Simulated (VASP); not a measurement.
# SnBiO2 (P-4m2) in VASP: notebook

Runs on SnBiO2. Level: PBE. Tasks: single point, relaxation of cell and atoms.

Program: VASP 6.6.1. These are calculated values, not measurements. Logs are shortened: lines on timing, memory, paths and dates and some standing lists are left out, and cuts for length are marked.

## Step 1: The cell of the first run

It takes space group P-4m2 (No. 115, tetragonal). Conventional cell: a = 3.908 Å, b = 3.908 Å, c = 5.582 Å, α = 90.00°, β = 90.00°, γ = 90.00°. Within 3.2 Å of Sn (site symmetry -4m2) lie 4 O at 2.43 Å. Within 3.1 Å of Bi (site symmetry -4m2) lie 4 O at 2.37 Å. Within 3.1 Å of O (site symmetry 2mm) lie 2 Bi at 2.37 Å and 2 Sn at 2.43 Å.

The cell was generated, and may not be a known phase.

## Step 2: Single point, PBE

INCAR

```
SYSTEM = SnBiO2
ALGO = Normal ; EDIFF = 1E-7
ENCUT = 520 ; GGA = PE
ISIF = 2 ; ISMEAR = 0
LASPH = .TRUE. ; LCHARG = .TRUE.
LELF = .TRUE. ; LREAL = .FALSE.
LVHAR = .TRUE. ; LWAVE = .FALSE.
NBANDS = 28 ; NELM = 100
PREC = Accurate ; SIGMA = 0.1
```

KPOINTS

```
k-points
0
G
  4 4 4
  0 0 0
```

POSCAR

```
SnBiO2
1.0
    3.9084530723      0.0000000000      0.0000000000
    0.0000000000      3.9084530723      0.0000000000
    0.0000000000      0.0000000000      5.5817847765
Sn Bi O
1 1 2
Direct
    0.5000000000      0.5000000000      0.5000000000
    0.0000000000      0.0000000000      0.0000000000
    0.0000000000      0.5000000000      0.2399025562
    0.5000000000      0.0000000000      0.7600974438
```

Potentials or basis: VASP PAW PBE potentials, release 64 (Sn_d, Bi_d, O).

Run with:

```console
$ cat potpaw_PBE.64/Sn_d/POTCAR potpaw_PBE.64/Bi_d/POTCAR potpaw_PBE.64/O/POTCAR > POTCAR
$ mpirun -np 1 vasp_std > vasp.out
```

OUTCAR:

```text
SYSTEM = SnBiO2
   EDIFF = 1E-7
   ENCUT = 520
   GGA = PE
   ISIF = 2
   ISMEAR = 0
   LASPH = .TRUE.
   LREAL = .FALSE.
   NELM = 100
   PREC = Accurate

 ion  position               nearest neighbor table
   1  0.500  0.500  0.500-   3 2.43   4 2.43   4 2.43   3 2.43
   2  0.000  0.000  0.000-   3 2.37   4 2.37   3 2.37   4 2.37
   3  0.000  0.500  0.240-   2 2.37   2 2.37   1 2.43   1 2.43
   4  0.500  0.000  0.760-   2 2.37   2 2.37   1 2.43   1 2.43

  LATTYP: Found a simple tetragonal cell.
 ALAT       =     3.9084530723
 C/A-ratio  =     1.4281314559

  Lattice vectors:

 A1 = (   3.9084530723,   0.0000000000,   0.0000000000)
 A2 = (   0.0000000000,   3.9084530723,   0.0000000000)
 A3 = (   0.0000000000,   0.0000000000,   5.5817847765)

Analysis of symmetry for initial positions (statically):
=====================================================================
 Subroutine PRICEL returns:
 Original cell was already a primitive cell.

 Routine SETGRP: Setting up the symmetry group for a
 simple tetragonal supercell.

 Subroutine GETGRP returns: Found  8 space group operations
 (whereof  8 operations were pure point group operations)
 out of a pool of 16 trial point group operations.

The static configuration has the point symmetry D_2d.

Analysis of symmetry for dynamics (positions and initial velocities):
=====================================================================
 Subroutine PRICEL returns:
 Original cell was already a primitive cell.

 Routine SETGRP: Setting up the symmetry group for a
 simple tetragonal supercell.

 Subroutine GETGRP returns: Found  8 space group operations
 (whereof  8 operations were pure point group operations)
 out of a pool of 16 trial point group operations.

The dynamic configuration has the point symmetry D_2d.

 Subroutine INISYM returns: Found  8 space group operations
 (whereof  8 operations are pure point group operations),
 and found     1 'primitive' translations

----------------------------------------------------------------------------------------

                                     Primitive cell
[... 81 lines left out ...]
   ICHARG =      2    charge: 1-file 2-atom 10-const
   ISPIN  =      1    spin polarized calculation?
   LNONCOLLINEAR =      F non collinear calculations
   LSORBIT =      F    spin-orbit coupling
   LASPH  =      T    aspherical Exc in radial PAW
   ENCUT  =  520.0 eV  38.22 Ry    6.18 a.u.   7.27  7.27 10.38*2*pi/ulx,y,z
   NELM   =    100;   NELMIN=  2; NELMDL= -5     # of ELM steps
   EDIFF  = 0.1E-06   stopping-criterion for ELM
   LREAL  =      F    real-space projection
   EDIFFG = 0.1E-05   stopping-criterion for IOM
   NSW    =      0    number of steps for IOM
   IBRION =     -1    ionic relax: 0-MD 1-quasi-New 2-CG
   NFREE  =      0    steps in history (QN), initial steepest desc. (CG)
   ISIF   =      2    stress and relaxation
   ISYM   =      2    0-nonsym 1-usesym 2-fastsym
   POTIM  = 0.5000    time-step for ionic-motion
   TEBEG  =    0.0;   TEEND  =   0.0 temperature during run
   PSTRESS=    0.0 pullay stress
   NELECT =      41.0000    total number of electrons
   NUPDOWN=      -1.0000    fix difference up-down
   EMIN   =  10.00;   EMAX   =-10.00  energy-range for DOS
   EFERMI =   0.00;   METHOD = LEGACY
   ISMEAR =     0;   SIGMA  =   0.10  broadening in eV -4-tet -1-fermi 0-gaus
   EFERMI_NEDOS =   21; number of points for ismear=-14 and -15
   IALGO  =     38    algorithm
   IMIX   =      4    mixing-type and parameters
     AMIX     =   0.40;   BMIX     =  1.00
     AMIX_MAG =   1.60;   BMIX_MAG =  1.00
  volume/ion in A,a.u.               =      21.32       143.85
  Fermi-wavevector in a.u.,A,eV,Ry     =   1.282553  2.423673 22.380780  1.644941
  Thomas-Fermi vector in A             =   2.414857
   LORBIT       =      0    0 simple, 1 ext, 2 COOP (PROOUT), +10 PAW based schemes
   GGA     = PE    functional components
   LHFCALC =     F    Hartree Fock is set to
   AEXX    =    0.0000 exact exchange contribution
   IVDW    =     0    specifies the selected vdW correction
   LEPSILON=     F    determine dielectric tensor
   LRPA    =     F    only Hartree local field effects (RPA)
 non-spin polarized calculation
 Gauss-broadening in eV      SIGMA  =   0.10
  energy-cutoff  :      520.00
  volume of cell :       85.27
 maximum number of plane-waves:      2316
 NGX is ok and might be reduce to    30
   NGX = 15   NGY = 15   NGZ = 21

 number of electron      40.9999993 magnetization

 Free energy of the ion-electron system (eV)
  ---------------------------------------------------
  ext. energy  EPLUGINS =         0.00000000
  ---------------------------------------------------
  free energy    TOTEN  =       -20.36522001 eV

  energy without entropy =      -20.35321139  energy(sigma->0) =      -20.35921570

 E-fermi :   6.3987     XC(G=0):  -9.5802

 val. band max:        6.3979098016   @ k =   0.2500   0.0000   0.2500
 cond. band min:       6.4997247400   @ k =   0.0000   0.0000   0.5000
 fundamental gap:      0.1018149385
 Fermi energy:         6.3986671180

 k-point     1 :       0.0000    0.0000    0.0000
  band No.  band energies     occupation
      1     -17.7217      2.00000
      2     -17.6146      2.00000
      3     -17.6046      2.00000
      4     -17.6046      2.00000
      5     -17.5852      2.00000
      6     -15.8041      2.00000
[... 547 lines left out ...]
     27      12.7428      0.00000
     28      13.1543      0.00000

------------------------ aborting loop because EDIFF is reached ----------------------------------------

  FORCE on cell =-STRESS in cart. coord.  units (eV):
  Direction    XX          YY          ZZ          XY          YZ          ZX
  --------------------------------------------------------------------------------------
  -------------------------------------------------------------------------------------
  Total       -0.0984400     -0.0984400     -0.0979222      0.0000000     -0.0000000      0.0000000
  in kB       -1.8496907     -1.8496907     -1.8399619      0.0000000     -0.0000000      0.0000000
  external PRESSURE =      -1.8464477 kB  Pullay stress =       0.0000000 kB

 VOLUME and BASIS-vectors are now :
 -----------------------------------------------------------------------------
  energy-cutoff  :      520.00
  volume of cell :       85.27
      direct lattice vectors                 reciprocal lattice vectors
     3.908453072  0.000000000  0.000000000     0.255855701  0.000000000  0.000000000
     0.000000000  3.908453072  0.000000000     0.000000000  0.255855701  0.000000000
     0.000000000  0.000000000  5.581784777     0.000000000  0.000000000  0.179154167

 POSITION                                       TOTAL-FORCE (eV/Angst)
 -----------------------------------------------------------------------------------
      1.95423      1.95423      2.79089         0.000000      0.000000      0.000000
      0.00000      0.00000      0.00000        -0.000000     -0.000000      0.000000
      0.00000      1.95423      1.33908         0.000000     -0.000000      0.001081
      1.95423      0.00000      4.24270         0.000000     -0.000000     -0.001081
 -----------------------------------------------------------------------------------
    total drift:                                0.000000      0.000000      0.000000

  FREE ENERGIE OF THE ION-ELECTRON SYSTEM (eV)
  ---------------------------------------------------
  free  energy   TOTEN  =       -20.3652200062 eV

  energy  without entropy=      -20.3532113911  energy(sigma->0) =      -20.35921570
```

stdout:

```text
POSCAR found type information on POSCAR SnBiO
 POSCAR found :  3 types and       4 ions
 scaLAPACK will be used
 LDA part: xc-table for (Slater+PW92), standard interpolation
 POSCAR, INCAR and KPOINTS ok, starting setup
 FFT: planning ... GRIDC
 FFT: planning ... GRID_SOFT
 FFT: planning ... GRID
 WAVECAR not read
 entering main loop
```

Run time: 42 s. Hardware: 1 thread of Intel Xeon Platinum 8559C (Emerald Rapids), shared host; peak memory 0.18 GiB.

What came out:

* Free energy: -20.3652 eV
* Pressure: -0.2 GPa
* Band gap on the k mesh: zero (an odd number of electrons rules out a gap without spin polarisation)

Levels at points of the mesh, in eV from the Fermi level:
| k point | band 17 | band 18 | band 19 | band 20 | band 21 | band 22 | band 23 | band 24 |
| --- | --- | --- | --- | --- | --- | --- | --- | --- |
| (0.00, 0.00, 0.00) | -4.18 | -4.13 | -4.13 | -1.79 | -1.70 | 2.80 | 2.80 | 3.01 |
| (0.50, 0.00, 0.00) | -4.91 | -4.39 | -3.23 | -2.15 | 0.75 | 0.94 | 1.45 | 2.00 |
| (0.50, 0.50, 0.00) | -5.43 | -5.10 | -2.33 | -1.60 | -1.60 | -1.26 | 3.44 | 3.76 |
| (0.00, 0.00, 0.50) | -4.54 | -4.54 | -3.35 | -2.81 | 0.10 | 0.43 | 2.97 | 2.97 |
| (0.50, 0.00, 0.50) | -4.60 | -4.37 | -4.34 | -3.42 | 0.57 | 0.71 | 2.74 | 2.89 |
| (0.50, 0.50, 0.50) | -5.77 | -5.47 | -2.09 | -1.05 | 0.35 | 0.35 | 1.25 | 1.25 |

Caveat: the k points lie up to 0.40 Å⁻¹ apart, too coarse for converged energies and pressures of a metal; spin-orbit coupling is left out, which moves the levels of the heavy elements; an odd number of electrons without spin polarisation forces a metal; a magnetic or distorted state may lie lower.

[end of part 1 of 2]

The gap in the log of VASP goes by the Fermi energy; the results here count the filled bands.